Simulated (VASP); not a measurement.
Here is a VASP 6.6.1 calculation.

File INCAR:

```
SYSTEM = ZrO2
ALGO = Normal
EDIFF = 1E-7
EDIFFG = -0.001
ENCUT = 600
GGA = PE
GGA_COMPAT = .False.
IBRION = 2
ISIF = 3
ISMEAR = 0
LASPH = .True.
LCHARG = .False.
LREAL = .False.
LWAVE = .False.
NELM = 120
NELMIN = 4
NSW = 80
PREC = Accurate
PSTRESS = 60.0
SIGMA = 0.01
```

File KPOINTS:

```
k-points
0
Gamma
  8 8 8
  0 0 0
```

Contents of POSCAR:

```
ZrO2
1.0
    0.0000000000      2.5578981950      2.5578981950
    2.5578981950      0.0000000000      2.5578981950
    2.5578981950      2.5578981950      0.0000000000
Zr O
1 2
Direct
    0.0000000000      0.0000000000      0.0000000000
    0.2500000000      0.2500000000      0.2500000000
    0.7500000000      0.7500000000      0.7500000000
```

Potentials or basis: VASP PAW PBE potentials, release 64 (Zr_sv, O).

The run is started by

```sh
$ cat potpaw_PBE.64/Zr_sv/POTCAR potpaw_PBE.64/O/POTCAR > POTCAR
$ mpirun -np 1 vasp_std > vasp.out
```

Problem. Predict the relaxed volume.

Solution. 10.89 Å³/atom.

Problem. What does it give for the band gap on the k mesh?

Solution. 3.38 eV, indirect (least direct gap 3.83 eV).

Final structure:
```
Zr O
1.0
     0.00000    2.53767    2.53767
     2.53767    0.00000    2.53767
     2.53767    2.53767    0.00000
Zr O
1 2
Direct
  0.00000 0.00000 0.00000
  0.25000 0.25000 0.25000
  0.75000 0.75000 0.75000
```

Caveat: the cell is relaxed towards a set pressure, so the enthalpy falls and the energy may rise. A k mesh can miss the band edges.
